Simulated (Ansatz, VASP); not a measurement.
**Sc2GaP3: VASP beside Ansatz**

INCAR

```
ALGO = Normal
EDIFF = 1E-7
ENCUT = 520
GGA = PE
ISIF = 2
ISMEAR = 0
ISPIN = 2
LASPH = True
LCHARG = False
LMAXMIX = 4
LORBIT = 11
LREAL = False
LWAVE = False
MAGMOM = 1 1 0 0 0 0
NBANDS = 38
NELM = 150
PREC = Accurate
SIGMA = 0.1
```

File KPOINTS:

```
k-points
0
Gamma
  6 6 2
```

Contents of POSCAR:

```
Sc2GaP3
1.0
    3.7109017935      0.0000000000      0.0000000000
    0.0000000000      3.7109017935      0.0000000000
    0.0000000000      0.0000000000      7.6232329658
Sc Ga P
2 1 3
Direct
    0.5000000000      0.0000000000      0.6811994516
    0.0000000000      0.5000000000      0.3188005484
    0.5000000000      0.5000000000      0.0000000000
    0.5000000000      0.0000000000      0.3330755970
    0.0000000000      0.5000000000      0.6669244030
    0.0000000000      0.0000000000      0.0000000000
```

Input for Ansatz:

```yaml
crystal:
  lattice:
    - [3.7109017935, 0.0, 0.0]
    - [0.0, 3.7109017935, 0.0]
    - [0.0, 0.0, 7.6232329658]
  atoms:
    - { symbol: Sc, position: [0.5, 0.0, 0.6811994516], spin: 1.0 }
    - { symbol: Sc, position: [0.0, 0.5, 0.3188005484], spin: 1.0 }
    - { symbol: Ga, position: [0.5, 0.5, 0.0] }
    - { symbol: P, position: [0.5, 0.0, 0.333075597] }
    - { symbol: P, position: [0.0, 0.5, 0.666924403] }
    - { symbol: P, position: [0.0, 0.0, 0.0] }
basis:
  ecutwfc: 420
kpoints:
  mp_grid: { grid: [6, 6, 2] }
hamiltonian:
  xc: pbe
scf:
  occupations: { method: gaussian, width: 0.1 }
  lower_state_search: "off"
output:
  forces: true
  stress: true
  eigenvalues: true
  populations: true
magnetization:
  spin_polarized: true
```

Change from the starting cell: species swapped into the Zr2Sb3Pd type (P-4m2, No. 115).

Alike in both runs: task single point; functional PBE; k mesh 6 × 6 × 2; occupations gaussian, width 0.1 eV; collinear spin.

```csv
,VASP,Ansatz
version,VASP 6.6.1,Ansatz 0.2.0
potentials or method,"VASP PAW PBE potentials, release 64 (Sc_sv, Ga_d, P), cutoff 520 eV","scalar-relativistic, plane waves, PAW"
valence electrons in the cell,50,50
```

Ansatz gave:

* gap on the k mesh at the Fermi level (eV): none
* pressure (GPa): 0.1
* traceless stress, the component that is largest in VASP (GPa): 0.05
* rms of the force components (eV/Å): 0.011
* net moment per atom (μB): 0.00

What did VASP give for the same quantities?

gap on the k mesh at the Fermi level (eV): none; pressure (GPa): 0.3; traceless stress, the component that is largest in VASP (GPa): -0.01; rms of the force components (eV/Å): 0.013; net moment per atom (μB): 0.00.

Atom by atom the forces differ by 0.002 eV/Å (rms over components). A gap of «none» marks a metal or a gap that the smearing closes. The functional is the same, so the differences come from potentials, cutoffs and numerics. Ansatz's warnings: seeded moment not kept.

The k mesh is coarse, so the values compare programs but aren't converged.
